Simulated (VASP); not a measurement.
Wanted: the native input for a VASP 6.6.1 run.

```yaml
Task: single point
Functional: PBE
Potentials_or_basis: VASP PAW PBE potentials, release 64 (Ga_d, P)
Cutoff: 520 eV
k_mesh: 10 × 10 × 10
Occupations: gaussian, width 0.05 eV
Spin: no spin polarisation
Dipole_correction: no
Further_INCAR_settings: ALGO = Normal; EDIFF = 1e-06; NBANDS = 16
```

The structure of GaP lies in POSCAR:

```
GaP
1.0
    0.0000000000      2.8526440402      2.7041843210
    2.7041843210      0.0000000000      2.7041843210
    2.7041843210      2.8526440402      0.0000000000
Ga P
1 1
Direct
    0.0000000000      0.0000000000      0.0000000000
    0.7500000000      0.7500000000      0.7500000000
```

This cell differs from its parent crystal: volume 20.860 Å^3 an atom, c/a of the conventional cell 1.0549.

One way to write it, as run:

INCAR

```
SYSTEM = GaP
  PREC = Accurate
  ENCUT = 520
  EDIFF = 1E-6
  ISMEAR = 0
  SIGMA = 0.05
  LREAL = .FALSE.
  LASPH = .TRUE.
  NELM = 100
  ALGO = Normal
  ISIF = 2
  LWAVE = .FALSE.
  LCHARG = .FALSE.
  GGA = PE
  NBANDS = 16
```

KPOINTS

```
Automatic mesh
0
G
  10 10 10
  0 0 0
```

Potentials or basis: VASP PAW PBE potentials, release 64 (Ga_d, P).

The run is started by

```bash
$ cat potpaw_PBE.64/Ga_d/POTCAR potpaw_PBE.64/P/POTCAR > POTCAR
$ mpirun -np 1 vasp_std > vasp.out
```

Results of the run:

```yaml
Pressure: -0.1 GPa
Band_gap_on_the_k_mesh: 1.40 eV, indirect (least direct gap 1.45 eV)
```

Wall time 61 s on 1 thread of Intel(R) Xeon(R) Platinum 8259CL CPU @ 2.50GHz (Skylake/Cascade Lake) (shared host), peak memory 0.2 GiB.
